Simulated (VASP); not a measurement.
# InAs (rocksalt type) (Fm-3m) in VASP: further runs

InAs (rocksalt type) is run at these levels: PBE; tasks: relaxation of cell and atoms, single point.

All numbers are computed with VASP 6.6.1; they aren't measurements. Logs are shortened: lines on timing, memory, paths and dates and some standing lists are left out, and cuts for length are marked.

## 1. The cell of the first run

Symmetry: Fm-3m, No. 225, cubic system. Conventional cell: a = 5.468 Å, b = 5.468 Å, c = 5.468 Å, α = 90.00°, β = 90.00°, γ = 90.00°. In (site symmetry m-3m) has 6 As at 2.73 Å within 3.6 Å. Within 3.6 Å of As (site symmetry m-3m) lie 6 In at 2.73 Å.

## 2. Relaxation of cell and atoms, PBE

INCAR

```
ALGO = Normal
EDIFF = 1E-6
EDIFFG = -0.005
ENCUT = 600
GGA = PE
IBRION = 2
ISIF = 3
ISMEAR = -1
LASPH = True
LCHARG = False
LREAL = False
LWAVE = False
NELM = 100
NSW = 100
PREC = Accurate
SIGMA = 0.05
```

KPOINTS

```
k-points
0
Gamma
  10 10 10
```

POSCAR

```
InAs
1.0
    0.0000000000      2.7338947002      2.7338947002
    2.7338947002      0.0000000000      2.7338947002
    2.7338947002      2.7338947002      0.0000000000
In As
1 1
Direct
    0.0000000000      0.0000000000      0.0000000000
    0.5000000000      0.5000000000      0.5000000000
```

Potentials or basis: VASP PAW PBE potentials, release 64 (In_d, As).

On the command line:

```
> cat potpaw_PBE.64/In_d/POTCAR potpaw_PBE.64/As/POTCAR > POTCAR
> mpirun -np 1 vasp_std > vasp.out
```

OUTCAR:

```text
EDIFF = 1E-6
   EDIFFG = -0.005
   ENCUT = 600
   GGA = PE
   IBRION = 2
   ISIF = 3
   ISMEAR = -1
   LASPH = True
   LREAL = False
   NELM = 100
   NSW = 100
   PREC = Accurate

 ion  position               nearest neighbor table
   1  0.000  0.000  0.000-   2 2.73   2 2.73   2 2.73   2 2.73   2 2.73   2 2.73
   2  0.500  0.500  0.500-   1 2.73   1 2.73   1 2.73   1 2.73   1 2.73   1 2.73

  LATTYP: Found a face centered cubic cell.
 ALAT       =     5.4677894004

  Lattice vectors:

 A1 = (   0.0000000000,   2.7338947002,   2.7338947002)
 A2 = (   2.7338947002,   0.0000000000,   2.7338947002)
 A3 = (   2.7338947002,   2.7338947002,   0.0000000000)

Analysis of symmetry for initial positions (statically):
=====================================================================
 Subroutine PRICEL returns:
 Original cell was already a primitive cell.

 Routine SETGRP: Setting up the symmetry group for a
 face centered cubic supercell.

 Subroutine GETGRP returns: Found 48 space group operations
 (whereof 48 operations were pure point group operations)
 out of a pool of 48 trial point group operations.

The static configuration has the point symmetry O_h .

Analysis of symmetry for dynamics (positions and initial velocities):
=====================================================================
 Subroutine PRICEL returns:
 Original cell was already a primitive cell.

 Routine SETGRP: Setting up the symmetry group for a
 face centered cubic supercell.

 Subroutine GETGRP returns: Found 48 space group operations
 (whereof 48 operations were pure point group operations)
 out of a pool of 48 trial point group operations.

The dynamic configuration has the point symmetry O_h .

 Subroutine INISYM returns: Found 48 space group operations
 (whereof 48 operations are pure point group operations),
 and found     1 'primitive' translations

----------------------------------------------------------------------------------------

                                     Primitive cell

  volume of cell :      40.8672

  direct lattice vectors                    reciprocal lattice vectors
     0.000000000  2.733894700  2.733894700    -0.182889268  0.182889268  0.182889268
     2.733894700  0.000000000  2.733894700     0.182889268 -0.182889268  0.182889268
     2.733894700  2.733894700  0.000000000     0.182889268  0.182889268 -0.182889268

  length of vectors
     3.866310963  3.866310963  3.866310963     0.316773504  0.316773504  0.316773504

  position of ions in fractional coordinates (direct lattice)
     0.000000000  0.000000000  0.000000000
     0.500000000  0.500000000  0.500000000

  ion indices of the primitive-cell ions
   primitive index   ion index
                 1           1
                 2           2

----------------------------------------------------------------------------------------

 KPOINTS: k-points

Automatic generation of k-mesh.
 Grid dimensions read from file:
 generate k-points for:   10   10   10

 Generating k-lattice:

  Cartesian coordinates                     Fractional coordinates (reciprocal lattice)
    -0.018288927  0.018288927  0.018288927     0.100000000  0.000000000  0.000000000
     0.018288927 -0.018288927  0.018288927     0.000000000  0.100000000  0.000000000
     0.018288927  0.018288927 -0.018288927     0.000000000  0.000000000  0.100000000

  Length of vectors
     0.031677350  0.031677350  0.031677350

  Shift w.r.t. Gamma in fractional coordinates (k-lattice)
     0.000000000  0.000000000  0.000000000

 Subroutine IBZKPT returns following result:
 ===========================================

 Found     47 irreducible k-points:

 Following reciprocal coordinates:
            Coordinates               Weight
  0.000000  0.000000  0.000000      1.000000
  0.100000  0.000000  0.000000      8.000000
  0.200000  0.000000  0.000000      8.000000
  0.300000  0.000000  0.000000      8.000000
  0.400000  0.000000  0.000000      8.000000
  0.500000  0.000000  0.000000      4.000000
[... 16 lines left out ...]
  0.300000  0.300000  0.000000      6.000000
  0.400000  0.300000  0.000000     24.000000
 [... further k-points ...]
   k-points           NKPTS =     47   k-points in BZ     NKDIM =     47   number of bands    NBANDS=     13
   number of dos      NEDOS =    301   number of ions     NIONS =      2
   total plane-waves  NPLWV =  32768
   dimension x,y,z NGX =    32 NGY =   32 NGZ =   32
   dimension x,y,z NGXF=    64 NGYF=   64 NGZF=   64
   ions per type =               1   1
   NGX,Y,Z   is equivalent  to a cutoff of  13.76, 13.76, 13.76 a.u.
   NGXF,Y,Z  is equivalent  to a cutoff of  27.52, 27.52, 27.52 a.u.
 SYSTEM =  unknown system
   PREC   = accura    normal or accurate (medium, high low for compatibility)
   ISTART =      0    job   : 0-new  1-cont  2-samecut
   ICHARG =      2    charge: 1-file 2-atom 10-const
   ISPIN  =      1    spin polarized calculation?
   LNONCOLLINEAR =      F non collinear calculations
   LSORBIT =      F    spin-orbit coupling
   LASPH  =      T    aspherical Exc in radial PAW
   ENCUT  =  600.0 eV  44.10 Ry    6.64 a.u.   7.72  7.72  7.72*2*pi/ulx,y,z
   NELM   =    100;   NELMIN=  2; NELMDL= -5     # of ELM steps
   EDIFF  = 0.1E-05   stopping-criterion for ELM
   LREAL  =      F    real-space projection
   EDIFFG = -.5E-02   stopping-criterion for IOM
   NSW    =    100    number of steps for IOM
   IBRION =      2    ionic relax: 0-MD 1-quasi-New 2-CG
   NFREE  =      1    steps in history (QN), initial steepest desc. (CG)
   ISIF   =      3    stress and relaxation
   ISYM   =      2    0-nonsym 1-usesym 2-fastsym
   POTIM  = 0.5000    time-step for ionic-motion
   TEBEG  =    0.0;   TEEND  =   0.0 temperature during run
   PSTRESS=    0.0 pullay stress
   NELECT =      18.0000    total number of electrons
   NUPDOWN=      -1.0000    fix difference up-down
   EMIN   =  10.00;   EMAX   =-10.00  energy-range for DOS
   EFERMI =   0.00;   METHOD = LEGACY
   ISMEAR =    -1;   SIGMA  =   0.05  broadening in eV -4-tet -1-fermi 0-gaus
   EFERMI_NEDOS =   21; number of points for ismear=-14 and -15
   IALGO  =     38    algorithm
   IMIX   =      4    mixing-type and parameters
     AMIX     =   0.40;   BMIX     =  1.00
     AMIX_MAG =   1.60;   BMIX_MAG =  1.00
  volume/ion in A,a.u.               =      20.43       137.89
  Fermi-wavevector in a.u.,A,eV,Ry     =   1.245586  2.353817 21.109244  1.551486
  Thomas-Fermi vector in A             =   2.379802
   LORBIT       =      0    0 simple, 1 ext, 2 COOP (PROOUT), +10 PAW based schemes
   GGA     = PE    functional components
   LHFCALC =     F    Hartree Fock is set to
   AEXX    =    0.0000 exact exchange contribution
   IVDW    =     0    specifies the selected vdW correction
   LEPSILON=     F    determine dielectric tensor
   LRPA    =     F    only Hartree local field effects (RPA)
 conjugate gradient relaxation of ions
 non-spin polarized calculation
  energy-cutoff  :      600.00
  volume of cell :       40.87
 maximum number of plane-waves:      1387
   NGX = 15   NGY = 15   NGZ = 15

--------------------------------------- Ionic step        1  -------------------------------------------

 number of electron      17.9999997 magnetization

 Free energy of the ion-electron system (eV)
  ---------------------------------------------------
  ext. energy  EPLUGINS =         0.00000000
  ---------------------------------------------------
  free energy    TOTEN  =        -7.09839926 eV

  energy without entropy =       -7.09359985  energy(sigma->0) =       -7.09599955

------------------------ aborting loop because EDIFF is reached ----------------------------------------

  FORCE on cell =-STRESS in cart. coord.  units (eV):
  Direction    XX          YY          ZZ          XY          YZ          ZX
  --------------------------------------------------------------------------------------
  -------------------------------------------------------------------------------------
  Total        3.4429745      3.4429745      3.4429745     -0.0000000     -0.0000000     -0.0000000
  in kB      134.9798808    134.9798808    134.9798808     -0.0000000     -0.0000000     -0.0000000
  external PRESSURE =     134.9798808 kB  Pullay stress =       0.0000000 kB
[... 21 lines left out ...]
  energy  without entropy=       -7.0935998496  energy(sigma->0) =       -7.09599955

--------------------------------------- Ionic step        2  -------------------------------------------

 number of electron      18.0000008 magnetization

 E-fermi :   5.0132     XC(G=0):  -9.7103

 val. band max:        4.9900420656   @ k =  -0.3000   0.2000   0.0000
 cond. band min:       5.0207717417   @ k =   0.3000   0.0000   0.0000
 fundamental gap:      0.0307296761
 Fermi energy:         5.0132443061

 k-point     1 :       0.0000    0.0000    0.0000
  band No.  band energies     occupation
      1      -9.2280      2.00000
      2      -9.2280      2.00000
      3      -9.2123      2.00000
      4      -9.2123      2.00000
      5      -9.2123      2.00000
      6      -6.5376      2.00000
      7       3.8041      2.00000
      8       4.8657      1.90069
      9       4.8657      1.90069
     10       4.8657      1.90069
     11      12.1156      0.00000
     12      12.1156      0.00000
     13      12.1156      0.00000
[... 473 lines left out ...]
  energy  without entropy=       -7.3350656785  energy(sigma->0) =       -7.33794927

--------------------------------------- Ionic step        5  -------------------------------------------

 number of electron      17.9999993 magnetization

 Free energy of the ion-electron system (eV)
  ---------------------------------------------------
  ext. energy  EPLUGINS =         0.00000000
  ---------------------------------------------------
  free energy    TOTEN  =        -7.34089203 eV

  energy without entropy =       -7.33515386  energy(sigma->0) =       -7.33802294

 E-fermi :   5.9282     XC(G=0): -10.1088

 val. band max:        5.8975961330   @ k =  -0.3000   0.2000   0.0000
 cond. band min:       5.9375919352   @ k =   0.3000   0.0000   0.0000
 fundamental gap:      0.0399958022
 Fermi energy:         5.9282291123

 k-point     1 :       0.0000    0.0000    0.0000
  band No.  band energies     occupation
      1      -8.3727      2.00000
      2      -8.3727      2.00000
      3      -8.3522      2.00000
      4      -8.3522      2.00000
      5      -8.3522      2.00000
      6      -6.1626      2.00000
      7       5.3075      1.99999
      8       5.7517      1.94310
      9       5.7517      1.94310
     10       5.7517      1.94310
     11      13.1287      0.00000
     12      13.1287      0.00000
     13      13.1287      0.00000
[... 397 lines left out ...]
  FREE ENERGIE OF THE ION-ELECTRON SYSTEM (eV)
  ---------------------------------------------------
  free  energy   TOTEN  =        -7.3408920308 eV

  energy  without entropy=       -7.3351538561  energy(sigma->0) =       -7.33802294

 reached required accuracy - stopping structural energy minimisation
```

It took 2.4 min on 1 thread of Intel Xeon 8259CL, shared host; peak memory 0.21 GiB.

What came out:

| Item | Value |
| --- | --- |
| Free energy | -7.3409 eV |
| Relaxed volume | 23.76 Å³/atom |
| Relaxed cell | a = 4.066 Å, b = 4.066 Å, c = 4.066 Å, α = 60.00°, β = 60.00°, γ = 60.00° |
| Space group after relaxing (to 0.1 Å) | Fm-3m (No. 225) |
| Energy gained by relaxing | 121.2 meV/atom |
| Ionic steps | 5 |
| Pressure after relaxing | 0.0 GPa |
| Band gap on the k mesh | zero (bands 9 and 10 overlap by 2.57 eV) |

Step by step:
| step | energy change (eV) | largest force (eV/Å) | pressure (GPa) | volume (Å³) |
| --- | --- | --- | --- | --- |
| 1 | 0.0000 | 0.0000 | 13.50 | 40.87 |
| 2 | -0.1767 | 0.0000 | -4.40 | 51.92 |
| 3 | -0.2425 | 0.0000 | 0.04 | 47.51 |
| 4 | -0.2424 | 0.0000 | -0.14 | 47.65 |
| 5 | -0.2425 | 0.0000 | 0.02 | 47.52 |

Final structure:
```yaml
crystal:
  lattice:
    - [0.00000, 2.87480, 2.87480]
    - [2.87480, 0.00000, 2.87480]
    - [2.87480, 2.87480, 0.00000]
  atoms:
    - { symbol: In, position: [0.00000, 0.00000, 0.00000] }
    - { symbol: As, position: [0.50000, 0.50000, 0.50000] }
```

Caveat: the volume moved by over 15 % at a fixed basis, so the end points are rough; spin-orbit coupling is left out, which moves the levels of the heavy elements.

## 3. Single point, PBE, non-collinear spin, zero start, spin-orbit coupling

This run uses another cell than the first one, of 23.75 Å³/atom.

INCAR

```
SYSTEM = InAs
  ALGO = Normal
  EDIFF = 1E-6
  ENCUT = 520
  GGA = PE
  GGA_COMPAT = .False.
  ISIF = 2
  ISMEAR = -1
  LASPH = .True.
  LCHARG = .False.
  LNONCOLLINEAR = .True.
  LORBIT = 11
  LORBMOM = .True.
  LREAL = .False.
  LSORBIT = .True.
  LWAVE = .False.
  MAGMOM = 0 0 0 0 0 0
  NBANDS = 30
  NELM = 150
  PREC = Accurate
  SIGMA = 0.05
```

KPOINTS

```
k-points
0
Gamma
  10 10 10
  0 0 0
```

POSCAR

```
InAs
1.0
    0.0000000000      2.8743196729      2.8743196729
    2.8743196729      0.0000000000      2.8743196729
    2.8743196729      2.8743196729      0.0000000000
In As
1 1
Direct
    0.0000000000      0.0000000000      0.0000000000
    0.5000000000      0.5000000000      0.5000000000
```

Potentials or basis: VASP PAW PBE potentials, release 64 (In_d, As).

On the command line:

```
> cat potpaw_PBE.64/In_d/POTCAR potpaw_PBE.64/As/POTCAR > POTCAR
> mpirun -np 1 vasp_ncl > vasp.out
```

OUTCAR:

```text
SYSTEM = InAs
   EDIFF = 1E-6
   ENCUT = 520
   GGA = PE
   ISIF = 2
   ISMEAR = -1
   LASPH = .True.
   LNONCOLLINEAR = .True.
   LORBIT = 11
   LREAL = .False.
   LSORBIT = .True.
   NELM = 150
   PREC = Accurate

 ion  position               nearest neighbor table
   1  0.000  0.000  0.000-   2 2.87   2 2.87   2 2.87   2 2.87   2 2.87   2 2.87
   2  0.500  0.500  0.500-   1 2.87   1 2.87   1 2.87   1 2.87   1 2.87   1 2.87

  LATTYP: Found a face centered cubic cell.
 ALAT       =     5.7486393458

  Lattice vectors:

 A1 = (   0.0000000000,   2.8743196729,   2.8743196729)
 A2 = (   2.8743196729,   0.0000000000,   2.8743196729)
 A3 = (   2.8743196729,   2.8743196729,   0.0000000000)

Analysis of symmetry for initial positions (statically):
[... 1087 lines left out ...]
     0.0000000     0.0000000     0.0000000     0.0000000     0.0000000     0.0000000     0.0000000
     0.0000000     0.0000000     0.0000000     0.0000000     0.0000000     0.0000000     0.0000000
     0.0000000     0.0000000     0.0000000     0.0000000     0.0000000     0.0000000     0.0000000
     0.0000000     0.0000000     0.0000000     0.0000000     0.0000000     0.0000000     0.0000000
     0.0000000     0.0000000     0.0000000     0.0000000     0.0000000     0.0000000     0.0000000

 total charge

# of ion       s       p       d       tot
------------------------------------------
    1        0.875   0.558   9.880  11.314
    2        1.265   1.440   0.023   2.728
--------------------------------------------------
tot          2.140   1.998   9.904  14.042

 magnetization (x)

# of ion       s       p       d       tot
------------------------------------------
    1       -0.000  -0.000   0.000  -0.000
    2       -0.000  -0.000   0.000  -0.000
--------------------------------------------------
tot         -0.000  -0.000   0.000  -0.000

 magnetization (y)

# of ion       s       p       d       tot
------------------------------------------
    1        0.000  -0.000   0.000  -0.000
    2        0.000   0.000   0.000   0.000
--------------------------------------------------
tot          0.000   0.000   0.000   0.000

 magnetization (z)

# of ion       s       p       d       tot
------------------------------------------
    1        0.000  -0.000  -0.000   0.000
    2        0.000   0.000   0.000   0.000
--------------------------------------------------
tot          0.000  -0.000  -0.000   0.000
```

Wall time 4.3 min (1 thread of Intel Xeon 8259CL, shared host); peak memory 0.33 GiB.

What came out:

- Free energy: -7.3914 eV
- Pressure: 0.0 GPa
- Net moment: 0.00 μB per cell
- Valence electrons inside the program's atomic spheres: In 11.31; As 2.73

Moments on the atoms (μB; x, y, z):
```
In  0.00 0.00 0.00
As  0.00 0.00 0.00
```
